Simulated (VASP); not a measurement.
# LiH17O9 in VASP: single point with r2SCAN+D3(BJ)

Aim: the single point of LiH17O9 with r2SCAN+D3(BJ).

Everything below comes from runs of VASP 6.6.1. Logs are shortened: lines on timing, memory, paths and dates and some standing lists are left out, and cuts for length are marked.

### 1 The cell of the first run

The cell holds a disordered packing, 27 atoms: a = 6.573 Å, b = 6.573 Å, c = 6.573 Å, α = 90.00°, β = 90.00°, γ = 90.00°.

### 2 Single point, r2SCAN+D3(BJ)

POSCAR reads:

```
LiH17O9
1.0
    6.5731380000      0.0000000000      0.0000000000
    0.0000000000      6.5731380000      0.0000000000
    0.0000000000      0.0000000000      6.5731380000
O H Li
9 17 1
Direct
    0.7981119520      0.4288971265      0.9906683840
    0.2011976624      0.3842609116      0.5045535329
    0.4275583443      0.8049427838      0.8582202291
    0.6764957620      0.6931240452      0.4244243769
    0.8855891965      0.1738743352      0.3026408391
    0.0014300628      0.8177068548      0.7379276078
    0.6147292207      0.1779667489      0.6258046005
    0.4261434949      0.3487527571      0.1311093727
   -0.0739677153      0.8046385151      0.1416674958
    0.8348980350      0.5646618099      1.0458779353
    0.8680481073      0.3406896371      1.0914117428
    0.2885988397      0.3002219031      0.5956363612
    0.2846433469      0.4097738401      0.3855084132
    0.3095477381      0.8379559352      0.7781215000
    0.4033841979      0.6762219202      0.9212494854
    0.6713384079      0.5467251714      0.4281516682
    0.7790495194      0.7233074979      0.3019866615
    1.0124235943      0.2154374364      0.3717402556
    0.8987640302      0.0250869524      0.2579589840
    0.0067699781      0.6978554231      0.6516217977
   -0.0250260986      0.7881471529      0.8816945575
    0.6839807714      0.1804161118      0.4947104412
    0.6795993025      0.2840043827      0.7043059190
    0.5597174439      0.3846564609      0.0698144478
    0.4022431904      0.2159090529      0.0629531892
    0.0660567297      0.7819248584      0.1718053082
    0.6642337343      0.8702692687      0.6598218385
```

INCAR.step1 reads:

```
PREC = Accurate ; ENCUT = 1100
ISMEAR = -1 ; SIGMA = 0.05
LREAL = Auto ; LASPH = True
NELM = 120 ; NBANDS = 56
GGA = PE ; ALGO = Normal
EDIFF = 1E-5 ; LWAVE = True
LCHARG = False ; GGA_COMPAT = False
```

INCAR.step2 reads:

```
PREC = Accurate ; ENCUT = 1100
EDIFF = 1E-6 ; ISMEAR = -1
SIGMA = 0.05 ; LREAL = Auto
LASPH = True ; NELM = 120
ALGO = Normal ; ISIF = 2
LWAVE = False ; LCHARG = False
METAGGA = R2SCAN ; LMIXTAU = True
IVDW = 12 ; VDW_S6 = 1.0
VDW_S8 = 0.78981345 ; VDW_A1 = 0.49484001
VDW_A2 = 5.73083694 ; NBANDS = 56
ISTART = 1 ; GGA_COMPAT = False
```

KPOINTS reads:

```
Automatic mesh
0
Gamma
  1 1 1
```

Potentials or basis: VASP PAW PBE potentials, release 64 (O_h, H_h, Li_sv).

On the command line:

```console
$ cat potpaw_PBE.64/O_h/POTCAR potpaw_PBE.64/H_h/POTCAR potpaw_PBE.64/Li_sv/POTCAR > POTCAR
$ cp INCAR.step1 INCAR
$ mpirun -np 1 vasp_gam > vasp.out
$ cp INCAR.step2 INCAR
$ mpirun -np 1 vasp_gam > vasp.out
```

OUTCAR:

```text
PREC = Accurate
   ENCUT = 1100
   EDIFF = 1E-6
   ISMEAR = -1
   LREAL = Auto
   LASPH = True
   NELM = 120
   ISIF = 2
   METAGGA = R2SCAN
   IVDW = 12
   ISTART = 1
 IVDW          = 12

 ion  position               nearest neighbor table
   1  0.798  0.429  0.991-  11 0.99  10 0.99
   2  0.201  0.384  0.505-  13 0.97  12 1.00
   3  0.428  0.805  0.858-  15 0.96  14 0.96
   4  0.676  0.693  0.424-  16 0.96  17 1.07  27 1.94
   5  0.886  0.174  0.303-  18 0.99  19 1.02
   6  0.001  0.818  0.738-  20 0.97  21 0.98
   7  0.615  0.178  0.626-  23 0.97  22 0.97  27 2.06
   8  0.426  0.349  0.131-  25 0.99  24 0.99
   9  0.926  0.805  0.142-  26 0.95
  10  0.835  0.565  0.046-   1 0.99
  11  0.868  0.341  0.091-   1 0.99
  12  0.289  0.300  0.596-   2 1.00
  13  0.285  0.410  0.386-   2 0.97
  14  0.310  0.838  0.778-   3 0.96
[... 10 lines left out ...]
  25  0.402  0.216  0.063-   8 0.99
  26  0.066  0.782  0.172-   9 0.95
  27  0.664  0.870  0.660-   4 1.94   7 2.06

  LATTYP: Found a simple cubic cell.
 ALAT       =     6.5731380000

  Lattice vectors:

 A1 = (   6.5731380000,   0.0000000000,   0.0000000000)
 A2 = (   0.0000000000,   6.5731380000,   0.0000000000)
 A3 = (   0.0000000000,   0.0000000000,   6.5731380000)

Analysis of symmetry for initial positions (statically):
=====================================================================
 Subroutine PRICEL returns:
 Original cell was already a primitive cell.

 Routine SETGRP: Setting up the symmetry group for a
 simple cubic supercell.

 Subroutine GETGRP returns: Found  1 space group operations
 (whereof  1 operations were pure point group operations)
 out of a pool of 48 trial point group operations.

The static configuration has the point symmetry C_1 .

Analysis of symmetry for dynamics (positions and initial velocities):
=====================================================================
 Subroutine PRICEL returns:
 Original cell was already a primitive cell.

 Routine SETGRP: Setting up the symmetry group for a
 simple cubic supercell.

 Subroutine GETGRP returns: Found  1 space group operations
 (whereof  1 operations were pure point group operations)
 out of a pool of 48 trial point group operations.

The dynamic configuration has the point symmetry C_1 .

 Subroutine INISYM returns: Found  1 space group operations
 (whereof  1 operations are pure point group operations),
 and found     1 'primitive' translations

----------------------------------------------------------------------------------------

                                     Primitive cell

  volume of cell :     283.9999

  direct lattice vectors                    reciprocal lattice vectors
     6.573138000  0.000000000  0.000000000     0.152134338  0.000000000  0.000000000
     0.000000000  6.573138000  0.000000000     0.000000000  0.152134338  0.000000000
     0.000000000  0.000000000  6.573138000     0.000000000  0.000000000  0.152134338

  length of vectors
     6.573138000  6.573138000  6.573138000     0.152134338  0.152134338  0.152134338

  position of ions in fractional coordinates (direct lattice)
     0.798111952  0.428897126  0.990668384
     0.201197662  0.384260912  0.504553533
     0.427558344  0.804942784  0.858220229
     0.676495762  0.693124045  0.424424377
     0.885589196  0.173874335  0.302640839
     0.001430063  0.817706855  0.737927608
[... 19 lines left out ...]
     0.066056730  0.781924858  0.171805308
     0.664233734  0.870269269  0.659821839

  ion indices of the primitive-cell ions
   primitive index   ion index
                 1           1
                 2           2
                 3           3
                 4           4
                 5           5
                 6           6
[... 19 lines left out ...]
                26          26
                27          27

----------------------------------------------------------------------------------------

 KPOINTS: Automatic mesh

Automatic generation of k-mesh.
 Grid dimensions read from file:
 generate k-points for:    1    1    1

 Generating k-lattice:

  Cartesian coordinates                     Fractional coordinates (reciprocal lattice)
     0.152134338  0.000000000  0.000000000     1.000000000  0.000000000  0.000000000
     0.000000000  0.152134338  0.000000000     0.000000000  1.000000000  0.000000000
     0.000000000  0.000000000  0.152134338     0.000000000  0.000000000  1.000000000

  Length of vectors
     0.152134338  0.152134338  0.152134338

  Shift w.r.t. Gamma in fractional coordinates (k-lattice)
     0.000000000  0.000000000  0.000000000

 Subroutine IBZKPT returns following result:
 ===========================================

 Found      1 irreducible k-points:

 Following reciprocal coordinates:
            Coordinates               Weight
  0.000000  0.000000  0.000000      1.000000
   k-points           NKPTS =      1   k-points in BZ     NKDIM =      1   number of bands    NBANDS=     56
   number of dos      NEDOS =    301   number of ions     NIONS =     27
   total plane-waves  NPLWV = 373248
   dimension x,y,z NGX =    72 NGY =   72 NGZ =   72
   dimension x,y,z NGXF=   144 NGYF=  144 NGZF=  144
   ions per type =               9  17   1
   NGX,Y,Z   is equivalent  to a cutoff of  18.21, 18.21, 18.21 a.u.
   NGXF,Y,Z  is equivalent  to a cutoff of  36.42, 36.42, 36.42 a.u.
 SYSTEM =  unknown system
   PREC   = accura    normal or accurate (medium, high low for compatibility)
   ISTART =      1    job   : 0-new  1-cont  2-samecut
   ICHARG =      0    charge: 1-file 2-atom 10-const
   ISPIN  =      1    spin polarized calculation?
   LNONCOLLINEAR =      F non collinear calculations
   LSORBIT =      F    spin-orbit coupling
   LASPH  =      T    aspherical Exc in radial PAW
   ENCUT  = 1100.0 eV  80.85 Ry    8.99 a.u.  17.78 17.78 17.78*2*pi/ulx,y,z
   NELM   =    120;   NELMIN=  2; NELMDL=  0     # of ELM steps
   EDIFF  = 0.1E-05   stopping-criterion for ELM
   LREAL  =      T    real-space projection
   EDIFFG = 0.1E-04   stopping-criterion for IOM
   NSW    =      0    number of steps for IOM
   IBRION =     -1    ionic relax: 0-MD 1-quasi-New 2-CG
   NFREE  =      0    steps in history (QN), initial steepest desc. (CG)
   ISIF   =      2    stress and relaxation
   ISYM   =      2    0-nonsym 1-usesym 2-fastsym
   POTIM  = 0.5000    time-step for ionic-motion
   TEBEG  =    0.0;   TEEND  =   0.0 temperature during run
   PSTRESS=    0.0 pullay stress
   NELECT =      74.0000    total number of electrons
   NUPDOWN=      -1.0000    fix difference up-down
   EMIN   =  10.00;   EMAX   =-10.00  energy-range for DOS
   EFERMI =   0.00;   METHOD = LEGACY
   ISMEAR =    -1;   SIGMA  =   0.05  broadening in eV -4-tet -1-fermi 0-gaus
   EFERMI_NEDOS =   21; number of points for ismear=-14 and -15
   IALGO  =     38    algorithm
   IMIX   =      4    mixing-type and parameters
     AMIX     =   0.40;   BMIX     =  1.00
     AMIX_MAG =   1.60;   BMIX_MAG =  1.00
  volume/ion in A,a.u.               =      10.52        70.98
  Fermi-wavevector in a.u.,A,eV,Ry     =   1.045633  1.975960 14.875910  1.093349
  Thomas-Fermi vector in A             =   2.180437
   LORBIT       =      0    0 simple, 1 ext, 2 COOP (PROOUT), +10 PAW based schemes
   METAGGA = R2SCAN    functional components
   LHFCALC =     F    Hartree Fock is set to
   AEXX    =    0.0000 exact exchange contribution
   IVDW    =    12    specifies the selected vdW correction
   LEPSILON=     F    determine dielectric tensor
   LRPA    =     F    only Hartree local field effects (RPA)
 non-spin polarized calculation
  energy-cutoff  :     1100.00
  volume of cell :      284.00
 maximum number of plane-waves:     11792
 NGX is ok and might be reduce to    70
   NGX = 35   NGY = 35   NGZ = 35

 number of electron      73.9999997 magnetization

 Free energy of the ion-electron system (eV)
  ---------------------------------------------------
  ext. energy  EPLUGINS =         0.00000000
  ---------------------------------------------------
  free energy    TOTEN  =      -143.25597660 eV

  energy without entropy =     -143.25597660  energy(sigma->0) =     -143.25597660

 E-fermi :  -2.0131     XC(G=0):  -6.9851

 val. band max:       -3.2909973958   @ k =   0.0000   0.0000   0.0000
 cond. band min:       1.3668854616   @ k =   0.0000   0.0000   0.0000
 fundamental gap:      4.6578828574
 Fermi energy:        -2.0130918217

 k-point     1 :       0.0000    0.0000    0.0000
  band No.  band energies     occupation
      1     -47.6610      2.00000
      2     -23.8610      2.00000
      3     -23.7797      2.00000
      4     -23.3037      2.00000
      5     -23.1199      2.00000
      6     -23.0691      2.00000
[... 41 lines left out ...]
     48       7.2826      0.00000
     49       7.3787      0.00000
 [bands above 49 left out]

------------------------ aborting loop because EDIFF is reached ----------------------------------------

 Edisp (eV)   -0.49087

 E8    (eV) :    -0.0783

  FORCE on cell =-STRESS in cart. coord.  units (eV):
  Direction    XX          YY          ZZ          XY          YZ          ZX
  --------------------------------------------------------------------------------------
  -------------------------------------------------------------------------------------
  Total      -2.85301    -5.02229    -3.82273     0.43714    -2.18493     0.38367
  in kB     -16.09520   -28.33310   -21.56581     2.46610   -12.32622     2.16445
  external pressure =      -22.00 kB  Pullay stress =        0.00 kB

 VOLUME and BASIS-vectors are now :
 -----------------------------------------------------------------------------
  energy-cutoff  :     1100.00
  volume of cell :      284.00
      direct lattice vectors                 reciprocal lattice vectors
     6.573138000  0.000000000  0.000000000     0.152134338  0.000000000  0.000000000
     0.000000000  6.573138000  0.000000000     0.000000000  0.152134338  0.000000000
     0.000000000  0.000000000  6.573138000     0.000000000  0.000000000  0.152134338

 POSITION                                       TOTAL-FORCE (eV/Angst)
 -----------------------------------------------------------------------------------
      5.24610      2.81920      6.51180         0.392982      0.322243      0.384701
      1.32250      2.52580      3.31650         0.418301     -0.668420      0.892972
      2.81040      5.29100      5.64120         0.949877      0.619208     -0.303284
      4.44670      4.55600      2.78980         0.791857      0.025437     -0.833338
      5.82110      1.14290      1.98930         0.338875     -0.513367      0.236198
      0.00940      5.37490      4.85050        -0.104501      0.397136     -1.081004
[... 19 lines left out ...]
      0.43420      5.13970      1.12930         0.455827     -0.215943      0.316613
      4.36610      5.72040      4.33710         0.184852      0.001609      0.269613
 -----------------------------------------------------------------------------------
    total drift:                               -0.007578     -0.001652      0.000636

  FREE ENERGIE OF THE ION-ELECTRON SYSTEM (eV)
  ---------------------------------------------------
  free  energy   TOTEN  =      -143.7468497159 eV

  energy  without entropy=     -143.7468497159  energy(sigma->0) =     -143.74684972
```

Wall time 5.6 min (1 thread of Intel Xeon Platinum 8259CL at 2.50GHz (Skylake/Cascade Lake), shared host); peak memory 0.82 GiB.

Results:

```
Free energy                : -143.7468 eV
Pressure                   : -2.2 GPa
Largest force              : 1.583 eV/Å
Dispersion energy per atom : -0.018 eV
```

Forces on the atoms (eV/Å):
```
O    0.393  0.322  0.385
O    0.418 -0.668  0.893
O    0.950  0.619 -0.303
O    0.792  0.025 -0.833
O    0.339 -0.513  0.236
O   -0.105  0.397 -1.081
O   -0.379 -0.231  0.192
O   -0.074 -1.171 -1.063
O   -0.755 -0.173 -0.163
H   -0.019  0.051 -0.378
H   -0.513 -0.253 -0.352
H   -0.615  0.830 -1.022
H    0.246 -0.201 -0.067
H   -0.665 -0.226  0.101
H   -0.221 -0.404  0.108
H   -0.193  0.057  0.036
H   -0.399  0.226  0.852
H   -0.474 -0.173 -0.061
H    0.165  0.698 -0.244
H   -0.028 -0.001  0.710
H   -0.101 -0.243  0.351
H    0.430  0.178 -0.409
H    0.188 -0.150  0.302
H    0.046  0.125  0.407
H   -0.067  1.093  0.817
H    0.456 -0.216  0.317
Li   0.185  0.002  0.270
```

Caveat: the k points lie up to 0.96 Å⁻¹ apart, too coarse for converged energies, forces and pressures; the PAW data sets were made with another functional, which shifts forces and pressure a little.
